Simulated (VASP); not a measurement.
# HfO2 (Fm-3m) in VASP: further runs

HfO2 is run at these levels: PBE; tasks: single point.

Everything below comes from runs of VASP 6.6.1. Logs are shortened: lines on timing, memory, paths and dates and some standing lists are left out, and cuts for length are marked.

### Step 1. The cell of the first run

Symmetry: Fm-3m, No. 225, cubic system. Conventional cell: a = 5.115 Å, b = 5.115 Å, c = 5.115 Å, α = 90.00°, β = 90.00°, γ = 90.00°. Hf (site symmetry m-3m) has 8 O at 2.21 Å within 2.9 Å. Within 2.9 Å of O (site symmetry -43m) lie 4 Hf at 2.21 Å and 6 O at 2.56 Å.

### Step 2. Single point, PBE

File INCAR:

```
SYSTEM = HfO2
PREC = Accurate ; ENCUT = 520
EDIFF = 1E-6 ; ISMEAR = 0
SIGMA = 0.05 ; LREAL = .False.
LASPH = .True. ; NELM = 100
ALGO = Normal ; ISIF = 2
LWAVE = .False. ; LCHARG = .True.
GGA = PE ; LELF = .True.
LVHAR = .True. ; NBANDS = 18
```

File KPOINTS:

```
Automatic mesh
0
Gamma
  8 8 8
  0 0 0
```

File POSCAR:

```
HfO2
1.0
    0.0000000000      2.5575000000      2.5575000000
    2.5575000000      0.0000000000      2.5575000000
    2.5575000000      2.5575000000      0.0000000000
Hf O
1 2
Direct
    0.0000000000      0.0000000000      0.0000000000
    0.2500000000      0.2500000000      0.2500000000
    0.7500000000      0.7500000000      0.7500000000
```

Potentials or basis: VASP PAW PBE potentials, release 64 (Hf_pv, O).

Run with:

```
cat potpaw_PBE.64/Hf_pv/POTCAR potpaw_PBE.64/O/POTCAR > POTCAR
mpirun -np 1 vasp_std > vasp.out
```

OUTCAR:

```text
SYSTEM = HfO2
   PREC = Accurate
   ENCUT = 520
   EDIFF = 1E-6
   ISMEAR = 0
   LREAL = .False.
   LASPH = .True.
   NELM = 100
   ISIF = 2
   GGA = PE

 ion  position               nearest neighbor table
   1  0.000  0.000  0.000-   3 2.21   3 2.21   3 2.21   2 2.21   3 2.21   2 2.21   2 2.21   2 2.21

   2  0.250  0.250  0.250-   1 2.21   1 2.21   1 2.21   1 2.21
   3  0.750  0.750  0.750-   1 2.21   1 2.21   1 2.21   1 2.21

  LATTYP: Found a face centered cubic cell.
 ALAT       =     5.1150000000

  Lattice vectors:

 A1 = (   0.0000000000,   2.5575000000,   2.5575000000)
 A2 = (   2.5575000000,   0.0000000000,   2.5575000000)
 A3 = (   2.5575000000,   2.5575000000,   0.0000000000)

Analysis of symmetry for initial positions (statically):
=====================================================================
 Subroutine PRICEL returns:
 Original cell was already a primitive cell.

 Routine SETGRP: Setting up the symmetry group for a
 face centered cubic supercell.

 Subroutine GETGRP returns: Found 48 space group operations
 (whereof 48 operations were pure point group operations)
 out of a pool of 48 trial point group operations.

The static configuration has the point symmetry O_h .

Analysis of symmetry for dynamics (positions and initial velocities):
=====================================================================
 Subroutine PRICEL returns:
 Original cell was already a primitive cell.

 Routine SETGRP: Setting up the symmetry group for a
 face centered cubic supercell.

 Subroutine GETGRP returns: Found 48 space group operations
 (whereof 48 operations were pure point group operations)
 out of a pool of 48 trial point group operations.

The dynamic configuration has the point symmetry O_h .

 Subroutine INISYM returns: Found 48 space group operations
 (whereof 48 operations are pure point group operations),
 and found     1 'primitive' translations

----------------------------------------------------------------------------------------

                                     Primitive cell

  volume of cell :      33.4562

  direct lattice vectors                    reciprocal lattice vectors
     0.000000000  2.557500000  2.557500000    -0.195503421  0.195503421  0.195503421
[... 79 lines left out ...]
   PREC   = accura    normal or accurate (medium, high low for compatibility)
   ISTART =      0    job   : 0-new  1-cont  2-samecut
   ICHARG =      2    charge: 1-file 2-atom 10-const
   ISPIN  =      1    spin polarized calculation?
   LNONCOLLINEAR =      F non collinear calculations
   LSORBIT =      F    spin-orbit coupling
   LASPH  =      T    aspherical Exc in radial PAW
   ENCUT  =  520.0 eV  38.22 Ry    6.18 a.u.   6.72  6.72  6.72*2*pi/ulx,y,z
   NELM   =    100;   NELMIN=  2; NELMDL= -5     # of ELM steps
   EDIFF  = 0.1E-05   stopping-criterion for ELM
   LREAL  =      F    real-space projection
   EDIFFG = 0.1E-04   stopping-criterion for IOM
   NSW    =      0    number of steps for IOM
   IBRION =     -1    ionic relax: 0-MD 1-quasi-New 2-CG
   NFREE  =      0    steps in history (QN), initial steepest desc. (CG)
   ISIF   =      2    stress and relaxation
   ISYM   =      2    0-nonsym 1-usesym 2-fastsym
   POTIM  = 0.5000    time-step for ionic-motion
   TEBEG  =    0.0;   TEEND  =   0.0 temperature during run
   PSTRESS=    0.0 pullay stress
   NELECT =      22.0000    total number of electrons
   NUPDOWN=      -1.0000    fix difference up-down
   EMIN   =  10.00;   EMAX   =-10.00  energy-range for DOS
   EFERMI =   0.00;   METHOD = LEGACY
   ISMEAR =     0;   SIGMA  =   0.05  broadening in eV -4-tet -1-fermi 0-gaus
   EFERMI_NEDOS =   21; number of points for ismear=-14 and -15
   IALGO  =     38    algorithm
   IMIX   =      4    mixing-type and parameters
     AMIX     =   0.40;   BMIX     =  1.00
     AMIX_MAG =   1.60;   BMIX_MAG =  1.00
  volume/ion in A,a.u.               =      11.15        75.26
  Fermi-wavevector in a.u.,A,eV,Ry     =   1.423607  2.690227 27.574337  2.026657
  Thomas-Fermi vector in A             =   2.544186
   LORBIT       =      0    0 simple, 1 ext, 2 COOP (PROOUT), +10 PAW based schemes
   GGA     = PE    functional components
   LHFCALC =     F    Hartree Fock is set to
   AEXX    =    0.0000 exact exchange contribution
   IVDW    =     0    specifies the selected vdW correction
   LEPSILON=     F    determine dielectric tensor
   LRPA    =     F    only Hartree local field effects (RPA)
 non-spin polarized calculation
 Gauss-broadening in eV      SIGMA  =   0.05
  energy-cutoff  :      520.00
  volume of cell :       33.46
 maximum number of plane-waves:       934
   NGX = 13   NGY = 13   NGZ = 13

 number of electron      21.9999993 magnetization

 Free energy of the ion-electron system (eV)
  ---------------------------------------------------
  ext. energy  EPLUGINS =         0.00000000
  ---------------------------------------------------
  free energy    TOTEN  =       -30.23356122 eV

  energy without entropy =      -30.23356122  energy(sigma->0) =      -30.23356122

 E-fermi :   4.2575     XC(G=0): -11.6974

 val. band max:        4.0545077559   @ k =   0.5000   0.5000   0.0000
 cond. band min:       7.7839175390   @ k =   0.5000   0.5000   0.0000
 fundamental gap:      3.7294097831
 Fermi energy:         4.2575312804

 k-point     1 :       0.0000    0.0000    0.0000
  band No.  band energies     occupation
      1     -25.7562      2.00000
      2     -25.7562      2.00000
      3     -25.7562      2.00000
      4     -14.5140      2.00000
      5     -11.6119      2.00000
      6      -1.1274      2.00000
[... 481 lines left out ...]
      5     -12.4905      2.00000
      6      -0.6427      2.00000
[... 10 lines left out ...]
     17      14.8764      0.00000
     18      16.7355      0.00000

 [... further k-points ...]
[... 5 lines left out ...]
  --------------------------------------------------------------------------------------
  -------------------------------------------------------------------------------------
  Total       -1.2506715     -1.2506715     -1.2506715     -0.0000000     -0.0000000      0.0000000
  in kB      -59.8931154    -59.8931154    -59.8931154     -0.0000000     -0.0000000      0.0000000
  external PRESSURE =     -59.8931154 kB  Pullay stress =       0.0000000 kB

 VOLUME and BASIS-vectors are now :
 -----------------------------------------------------------------------------
  energy-cutoff  :      520.00
  volume of cell :       33.46
      direct lattice vectors                 reciprocal lattice vectors
     0.000000000  2.557500000  2.557500000    -0.195503421  0.195503421  0.195503421
     2.557500000  0.000000000  2.557500000     0.195503421 -0.195503421  0.195503421
     2.557500000  2.557500000  0.000000000     0.195503421  0.195503421 -0.195503421

 POSITION                                       TOTAL-FORCE (eV/Angst)
 -----------------------------------------------------------------------------------
      0.00000      0.00000      0.00000        -0.000000      0.000000      0.000000
      1.27875      1.27875      1.27875         0.000000     -0.000000     -0.000000
      3.83625      3.83625      3.83625        -0.000000      0.000000      0.000000
 -----------------------------------------------------------------------------------
    total drift:                                0.000000      0.000000      0.000000

  FREE ENERGIE OF THE ION-ELECTRON SYSTEM (eV)
  ---------------------------------------------------
  free  energy   TOTEN  =       -30.2335612221 eV

  energy  without entropy=      -30.2335612221  energy(sigma->0) =      -30.23356122
```

stdout:

```text
POSCAR found type information on POSCAR HfO
 POSCAR found :  2 types and       3 ions
 scaLAPACK will be used
 LDA part: xc-table for (Slater+PW92), standard interpolation
 POSCAR, INCAR and KPOINTS ok, starting setup
 FFT: planning ... GRIDC
 FFT: planning ... GRID_SOFT
 FFT: planning ... GRID
 WAVECAR not read
 entering main loop
```

It took 17 s on 1 thread of Intel Xeon Platinum 8259CL at 2.50GHz (Skylake/Cascade Lake), shared host; peak memory 0.16 GiB.

Results:

```yaml
Free_energy: -30.2336 eV
Pressure: -6.0 GPa
Band_gap_on_the_k_mesh: 3.73 eV, direct
```

Caveat: spin-orbit coupling is left out, which moves the levels of the heavy elements. A hybrid or GW would open this gap; PBE tends to underestimate it.

### Step 3. Single point, PBE

This run uses another cell than the first one: it holds 12 atoms, not 3.

File INCAR:

```
SYSTEM = HfO2
PREC = Accurate
ENCUT = 520
EDIFF = 1E-7
ISMEAR = 0
SIGMA = 0.05
LREAL = .FALSE.
LASPH = .TRUE.
NELM = 60
ALGO = Normal
ISIF = 2
LWAVE = .FALSE.
LCHARG = .FALSE.
GGA = PE
NBANDS = 56
```

File KPOINTS:

```
Automatic mesh
0
G
  6 6 6
  0 0 0
```

File POSCAR:

```
HfO2
1.0
    5.1150000000      0.0000000000      0.0000000000
    0.0000000000     -5.1150000000      0.0000000000
    0.0000000000      0.0000000000     -5.1150000000
Hf O
4 8
Direct
    0.0000000000      0.5000000000      0.5000000000
    0.5000000000      0.0000000000      0.5000000000
    0.5000000000      0.5000000000      0.0000000000
    0.0000000000      0.0000000000      0.0000000000
    0.2500000000      0.2500000000      0.2500000000
    0.7500000000      0.7500000000      0.2500000000
    0.7500000000      0.2500000000      0.7500000000
    0.2500000000      0.7500000000      0.7500000000
    0.7500000000      0.7500000000      0.7500000000
    0.2500000000      0.2500000000      0.7500000000
    0.2500000000      0.7500000000      0.2500000000
    0.7500000000      0.2500000000      0.2500000000
```

Potentials or basis: VASP PAW PBE potentials, release 64 (Hf_pv, O).

Run with:

```
cat potpaw_PBE.64/Hf_pv/POTCAR potpaw_PBE.64/O/POTCAR > POTCAR
mpirun -np 1 vasp_std > vasp.out
```

It used 350 s of CPU time on 1 thread of AMD EPYC 7R13 Processor (Zen 3), on a shared host.

The run converged. Its results:

```yaml
Free_energy: -120.9347 eV
Pressure: -6.0 GPa
Band_gap_on_the_k_mesh: 3.73 eV
```

Levels at points of the mesh, in eV from the valence-band top:
| k point | band 40 | band 41 | band 42 | band 43 | band 44 | band 45 | band 46 | band 47 | band 48 | band 49 |
| --- | --- | --- | --- | --- | --- | --- | --- | --- | --- | --- |
| (0.00, 0.00, 0.00) | -0.59 | -0.59 | 0.00 | 0.00 | 0.00 | 3.73 | 3.73 | 3.73 | 3.81 | 3.81 |
| (0.50, 0.00, 0.00) | -0.67 | -0.67 | -0.67 | -0.20 | -0.20 | 4.39 | 4.39 | 4.50 | 4.50 | 4.72 |
| (0.50, 0.50, 0.00) | -2.05 | -0.70 | -0.70 | -0.70 | -0.70 | 4.25 | 4.25 | 4.25 | 4.25 | 5.12 |
| (0.50, 0.50, 0.50) | -1.80 | -1.80 | -1.80 | -1.80 | -1.80 | 4.51 | 4.51 | 4.51 | 4.51 | 4.51 |

Caveat: spin-orbit coupling is left out, which moves the levels of the heavy elements.
